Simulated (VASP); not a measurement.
# KI (I4/mmm) in VASP: a series of runs

KI is run at these levels: PBEsol; tasks: single point.

All numbers are computed with VASP 6.6.1; they aren't measurements. Logs are shortened: lines on timing, memory, paths and dates and some standing lists are left out, and cuts for length are marked.

### 1 The cell of the first run

It takes space group I4/mmm (No. 139, tetragonal). The conventional cell has a = 4.984 Å, b = 4.984 Å, c = 7.120 Å, α = 90.00°, β = 90.00°, γ = 90.00°. Within 4.6 Å of K (site symmetry 4/mmm) lie 6 I at 3.52 to 3.56 Å. Within 4.6 Å of I (site symmetry 4/mmm) lie 6 K at 3.52 to 3.56 Å.

### 2 Single point, PBEsol (strain +0.0100 x Voigt [0, 0, 1, 0, 0, 0])

Contents of INCAR:

```
PREC = Accurate
ENCUT = 520
EDIFF = 1E-6
ISMEAR = 0
SIGMA = 0.05
LREAL = F
LASPH = T
NELM = 60
ALGO = Normal
ISIF = 2
LWAVE = F
LCHARG = F
GGA = PS
NBANDS = 15
```

Contents of KPOINTS:

```
regular mesh
0
Gamma
  6 6 6
```

Contents of POSCAR:

```
KI
1.0
    0.0000000000      3.5245500000      3.5597955000
    3.5245500000      0.0000000000      3.5597955000
    3.5245500000      3.5245500000      0.0000000000
K I
1 1
Direct
    0.0000000000      0.0000000000      0.0000000000
    0.5000000000      0.5000000000      0.5000000000
```

Potentials or basis: VASP PAW PBE potentials, release 64 (K_sv, I).

Run with:

```console
$ cat potpaw_PBE.64/K_sv/POTCAR potpaw_PBE.64/I/POTCAR > POTCAR
$ mpirun -np 1 vasp_std > vasp.out
```

OUTCAR:

```text
PREC = Accurate
   ENCUT = 520
   EDIFF = 1E-6
   ISMEAR = 0
   LREAL = F
   LASPH = T
   NELM = 60
   ISIF = 2
   GGA = PS

 ion  position               nearest neighbor table
   1  0.000  0.000  0.000-   2 3.52   2 3.52   2 3.52   2 3.52   2 3.56   2 3.56
   2  0.500  0.500  0.500-   1 3.52   1 3.52   1 3.52   1 3.52   1 3.56   1 3.56

  LATTYP: Found a body centered tetragonal cell.
 ALAT       =     4.9844664113
 C/A-ratio  =     1.4283556980

  Lattice vectors:

 A1 = (  -3.5245500000,   0.0000000000,   3.5597955000)
 A2 = (   3.5245500000,   0.0000000000,   3.5597955000)
 A3 = (   0.0000000000,   3.5245500000,  -3.5597955000)

Analysis of symmetry for initial positions (statically):
=====================================================================
 Subroutine PRICEL returns:
 Original cell was already a primitive cell.

 Routine SETGRP: Setting up the symmetry group for a
 body centered tetragonal supercell.

 Subroutine GETGRP returns: Found 16 space group operations
 (whereof 16 operations were pure point group operations)
 out of a pool of 16 trial point group operations.

The static configuration has the point symmetry D_4h.

Analysis of symmetry for dynamics (positions and initial velocities):
=====================================================================
 Subroutine PRICEL returns:
 Original cell was already a primitive cell.

 Routine SETGRP: Setting up the symmetry group for a
 body centered tetragonal supercell.

 Subroutine GETGRP returns: Found 16 space group operations
 (whereof 16 operations were pure point group operations)
 out of a pool of 16 trial point group operations.

The dynamic configuration has the point symmetry D_4h.

 Subroutine INISYM returns: Found 16 space group operations
 (whereof 16 operations are pure point group operations),
 and found     1 'primitive' translations

----------------------------------------------------------------------------------------

                                     Primitive cell

  volume of cell :      88.4428

  direct lattice vectors                    reciprocal lattice vectors
     0.000000000  3.524550000  3.559795500    -0.141862082  0.141862082  0.140457507
     3.524550000  0.000000000  3.559795500     0.141862082 -0.141862082  0.140457507
     3.524550000  3.524550000  0.000000000     0.141862082  0.141862082 -0.140457507

  length of vectors
     5.009450739  5.009450739  4.984466411     0.244904087  0.244904087  0.244904087

  position of ions in fractional coordinates (direct lattice)
     0.000000000  0.000000000  0.000000000
     0.500000000  0.500000000  0.500000000

  ion indices of the primitive-cell ions
   primitive index   ion index
                 1           1
                 2           2

----------------------------------------------------------------------------------------

 KPOINTS: regular mesh

Automatic generation of k-mesh.
 Grid dimensions read from file:
 generate k-points for:    6    6    6

 Generating k-lattice:

  Cartesian coordinates                     Fractional coordinates (reciprocal lattice)
    -0.023643680  0.023643680  0.023409584     0.166666667  0.000000000  0.000000000
     0.023643680 -0.023643680  0.023409584     0.000000000  0.166666667  0.000000000
     0.023643680  0.023643680 -0.023409584     0.000000000  0.000000000  0.166666667

  Length of vectors
     0.040817348  0.040817348  0.040817348

  Shift w.r.t. Gamma in fractional coordinates (k-lattice)
     0.000000000  0.000000000  0.000000000

 Subroutine IBZKPT returns following result:
 ===========================================

 Found     30 irreducible k-points:

 Following reciprocal coordinates:
            Coordinates               Weight
  0.000000  0.000000  0.000000      1.000000
  0.166667 -0.000000  0.000000      8.000000
  0.333333 -0.000000  0.000000      8.000000
  0.500000 -0.000000  0.000000      4.000000
  0.166667  0.166667  0.000000      2.000000
  0.333333  0.166667  0.000000      8.000000
[... 16 lines left out ...]
  0.333333  0.000000  0.333333      4.000000
  0.500000 -0.000000  0.333333     16.000000
 [... further k-points ...]
   k-points           NKPTS =     30   k-points in BZ     NKDIM =     30   number of bands    NBANDS=     15
   number of dos      NEDOS =    301   number of ions     NIONS =      2
   total plane-waves  NPLWV =  64000
   dimension x,y,z NGX =    40 NGY =   40 NGZ =   40
   dimension x,y,z NGXF=    80 NGYF=   80 NGZF=   80
   ions per type =               1   1
   NGX,Y,Z   is equivalent  to a cutoff of  13.27, 13.27, 13.34 a.u.
   NGXF,Y,Z  is equivalent  to a cutoff of  26.55, 26.55, 26.68 a.u.
 SYSTEM =  unknown system
   PREC   = accura    normal or accurate (medium, high low for compatibility)
   ISTART =      0    job   : 0-new  1-cont  2-samecut
   ICHARG =      2    charge: 1-file 2-atom 10-const
   ISPIN  =      1    spin polarized calculation?
   LNONCOLLINEAR =      F non collinear calculations
   LSORBIT =      F    spin-orbit coupling
   LASPH  =      T    aspherical Exc in radial PAW
   ENCUT  =  520.0 eV  38.22 Ry    6.18 a.u.   9.31  9.31  9.27*2*pi/ulx,y,z
   NELM   =     60;   NELMIN=  2; NELMDL= -5     # of ELM steps
   EDIFF  = 0.1E-05   stopping-criterion for ELM
   LREAL  =      F    real-space projection
   EDIFFG = 0.1E-04   stopping-criterion for IOM
   NSW    =      0    number of steps for IOM
   IBRION =     -1    ionic relax: 0-MD 1-quasi-New 2-CG
   NFREE  =      0    steps in history (QN), initial steepest desc. (CG)
   ISIF   =      2    stress and relaxation
   ISYM   =      2    0-nonsym 1-usesym 2-fastsym
   POTIM  = 0.5000    time-step for ionic-motion
   TEBEG  =    0.0;   TEEND  =   0.0 temperature during run
   PSTRESS=    0.0 pullay stress
   NELECT =      16.0000    total number of electrons
   NUPDOWN=      -1.0000    fix difference up-down
   EMIN   =  10.00;   EMAX   =-10.00  energy-range for DOS
   EFERMI =   0.00;   METHOD = LEGACY
   ISMEAR =     0;   SIGMA  =   0.05  broadening in eV -4-tet -1-fermi 0-gaus
   EFERMI_NEDOS =   21; number of points for ismear=-14 and -15
   IALGO  =     38    algorithm
   IMIX   =      4    mixing-type and parameters
     AMIX     =   0.40;   BMIX     =  1.00
     AMIX_MAG =   1.60;   BMIX_MAG =  1.00
  volume/ion in A,a.u.               =      44.22       298.42
  Fermi-wavevector in a.u.,A,eV,Ry     =   0.925893  1.749684 11.663967  0.857277
  Thomas-Fermi vector in A             =   2.051796
   LORBIT       =      0    0 simple, 1 ext, 2 COOP (PROOUT), +10 PAW based schemes
   GGA     = PS    functional components
   LHFCALC =     F    Hartree Fock is set to
   AEXX    =    0.0000 exact exchange contribution
   IVDW    =     0    specifies the selected vdW correction
   LEPSILON=     F    determine dielectric tensor
   LRPA    =     F    only Hartree local field effects (RPA)
 non-spin polarized calculation
 Gauss-broadening in eV      SIGMA  =   0.05
  energy-cutoff  :      520.00
  volume of cell :       88.44
 maximum number of plane-waves:      2421
 NGX is ok and might be reduce to    40
   NGX = 19   NGY = 19   NGZ = 19

 number of electron      15.9999999 magnetization

 Free energy of the ion-electron system (eV)
  ---------------------------------------------------
  ext. energy  EPLUGINS =         0.00000000
  ---------------------------------------------------
  free energy    TOTEN  =        -5.81379287 eV

  energy without entropy =       -5.81379287  energy(sigma->0) =       -5.81379287

 E-fermi :  -0.2761     XC(G=0):  -7.3305

 val. band max:       -0.5232991013   @ k =   0.0000   0.0000   0.0000
 cond. band min:       3.2826801514   @ k =   0.0000   0.0000   0.0000
 fundamental gap:      3.8059792527
 Fermi energy:        -0.2761215144

 k-point     1 :       0.0000    0.0000    0.0000
  band No.  band energies     occupation
      1     -28.8556      2.00000
      2     -12.4078      2.00000
      3     -12.4078      2.00000
      4     -12.4072      2.00000
      5     -11.0569      2.00000
      6      -0.5254      2.00000
      7      -0.5233      2.00000
      8      -0.5233      2.00000
      9       3.2827      0.00000
     10       5.8652      0.00000
     11       5.9264      0.00000
     12       5.9264      0.00000
     13       6.6249      0.00000
     14       6.6638      0.00000
     15       9.0761      0.00000

 k-point     2 :       0.1667   -0.0000    0.0000
  band No.  band energies     occupation
      1     -28.8551      2.00000
      2     -12.4524      2.00000
      3     -12.4082      2.00000
      4     -12.4081      2.00000
      5     -10.9805      2.00000
      6      -0.9533      2.00000
      7      -0.6167      2.00000
      8      -0.6145      2.00000
      9       3.9140      0.00000
     10       5.8067      0.00000
     11       6.1799      0.00000
     12       6.2169      0.00000
     13       6.9395      0.00000
     14       6.9807      0.00000
     15       9.9821      0.00000

 k-point     3 :       0.3333   -0.0000    0.0000
  band No.  band energies     occupation
      1     -28.8540      2.00000
      2     -12.5310      2.00000
      3     -12.4097      2.00000
      4     -12.4091      2.00000
      5     -10.8366      2.00000
      6      -1.6002      2.00000
      7      -0.7868      2.00000
      8      -0.7835      2.00000
      9       4.6844      0.00000
     10       6.3856      0.00000
     11       6.8812      0.00000
     12       6.9237      0.00000
     13       7.7736      0.00000
     14       7.8107      0.00000
     15       9.0891      0.00000
[... 343 lines left out ...]
 k-point    23 :       0.3333    0.0000    0.3333
  band No.  band energies     occupation
      1     -28.8535      2.00000
      2     -12.4732      2.00000
      3     -12.4227      2.00000
      4     -12.4209      2.00000
      5     -10.8975      2.00000
      6      -1.4873      2.00000
      7      -0.8280      2.00000
      8      -0.8187      2.00000
      9       4.5801      0.00000
     10       5.0583      0.00000
     11       7.2729      0.00000
     12       7.4101      0.00000
     13       8.1958      0.00000
     14       8.2282      0.00000
     15       9.3813      0.00000

 k-point    24 :       0.5000   -0.0000    0.3333
  band No.  band energies     occupation
      1     -28.8530      2.00000
      2     -12.4739      2.00000
      3     -12.4336      2.00000
      4     -12.4225      2.00000
      5     -10.8741      2.00000
      6      -1.5070      2.00000
      7      -1.0540      2.00000
      8      -0.8923      2.00000
      9       4.7023      0.00000
     10       5.6004      0.00000
     11       7.0943      0.00000
     12       7.6388      0.00000
     13       8.3229      0.00000
     14       8.7627      0.00000
     15       9.2635      0.00000

 [... further k-points ...]
[... 5 lines left out ...]
  --------------------------------------------------------------------------------------
  -------------------------------------------------------------------------------------
  Total       -0.1096720     -0.1096720     -0.2318295      0.0000000     -0.0000000      0.0000000
  in kB       -1.9867526     -1.9867526     -4.1996875      0.0000000     -0.0000000      0.0000000
  external PRESSURE =      -2.7243975 kB  Pullay stress =       0.0000000 kB

 VOLUME and BASIS-vectors are now :
 -----------------------------------------------------------------------------
  energy-cutoff  :      520.00
  volume of cell :       88.44
      direct lattice vectors                 reciprocal lattice vectors
     0.000000000  3.524550000  3.559795500    -0.141862082  0.141862082  0.140457507
     3.524550000  0.000000000  3.559795500     0.141862082 -0.141862082  0.140457507
     3.524550000  3.524550000  0.000000000     0.141862082  0.141862082 -0.140457507

 POSITION                                       TOTAL-FORCE (eV/Angst)
 -----------------------------------------------------------------------------------
      0.00000      0.00000      0.00000         0.000000      0.000000      0.000000
      3.52455      3.52455      3.55980         0.000000      0.000000     -0.000000
 -----------------------------------------------------------------------------------
    total drift:                                0.000000     -0.000000     -0.000000

  FREE ENERGIE OF THE ION-ELECTRON SYSTEM (eV)
  ---------------------------------------------------
  free  energy   TOTEN  =        -5.8137928673 eV

  energy  without entropy=       -5.8137928673  energy(sigma->0) =       -5.81379287
```

It took 50 s on 1 thread of Intel Xeon Platinum 8488C (Sapphire Rapids), shared host; peak memory 0.25 GiB.

Results:

| Item | Value |
| --- | --- |
| Free energy | -5.8138 eV |
| Pressure | -0.3 GPa |
| Band gap on the k mesh | 3.81 eV, direct |

Stress tensor (GPa, compression positive):
```
-0.20  0.00  0.00
 0.00 -0.20  0.00
 0.00  0.00 -0.42
```

Levels at points of the mesh, in eV from the valence-band top:
| k point | band 4 | band 5 | band 6 | band 7 | band 8 | band 9 | band 10 | band 11 | band 12 | band 13 |
| --- | --- | --- | --- | --- | --- | --- | --- | --- | --- | --- |
| (0.00, 0.00, 0.00) | -11.88 | -10.53 | 0.00 | 0.00 | 0.00 | 3.81 | 6.39 | 6.45 | 6.45 | 7.15 |
| (0.50, 0.00, 0.00) | -11.89 | -10.24 | -1.34 | -0.34 | -0.34 | 5.38 | 7.60 | 8.02 | 8.10 | 8.66 |
| (0.50, 0.50, 0.00) | -11.90 | -10.39 | -1.02 | -0.36 | -0.36 | 4.84 | 5.66 | 8.05 | 8.61 | 8.66 |
| (0.50, 0.00, 0.50) | -11.90 | -10.39 | -1.01 | -0.38 | -0.37 | 4.83 | 5.67 | 8.08 | 8.65 | 8.67 |

Caveat: the cell differs from its parent crystal (strain +0.0100 x Voigt [0, 0, 1, 0, 0, 0]); the PAW data sets were made with another functional, which shifts forces and pressure a little; spin-orbit coupling is left out, which moves the levels of the heavy elements.

[end of part 1 of 2]
